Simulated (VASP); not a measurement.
The system is BaS.

```xyz
2
Lattice="0.0000 3.2868 3.2868 3.2868 0.0000 3.2868 3.2868 3.2868 0.0000" Properties=species:S:1:pos:R:3 pbc="T T T"
Ba    0.0000    0.0000    0.0000
S     4.9302    4.9302    4.9302
```

- Program: VASP 6.6.1
- Task: relaxation of cell and atoms
- Functional: PBE
- Potentials or basis: VASP PAW PBE potentials, release 64 (Ba_sv, S)
- Cutoff: 600 eV
- k mesh: 4 × 4 × 4
- Occupations: gaussian, width 0.1 eV
- Spin: no spin polarisation

At the start: pressure 9.3 GPa; volume 35.51 Å³/atom.

Where does the relaxation end?

Over 3 steps the energy falls by 210.2 meV/atom and the volume is 44.07 Å³/atom (+24.1 %); space group F-43m (No. 216, to 0.05 Å).

The path:
```tsv
step	energy change (eV)	largest force (eV/Å)	pressure (GPa)	volume (Å³)
1	0.0000	0.0000	9.30	71.02
2	-0.3889	0.0000	-1.59	94.39
3	-0.4204	0.0000	0.07	88.14
```

Final structure:
```
Ba S
1.0
     0.00000    3.53218    3.53218
     3.53218    0.00000    3.53218
     3.53218    3.53218    0.00000
Ba S
1 1
Cartesian
  0.0000 0.0000 0.0000
  5.2983 5.2983 5.2983
```

Caveat: the volume moved by over 15 % at a fixed basis, so the end points are rough.
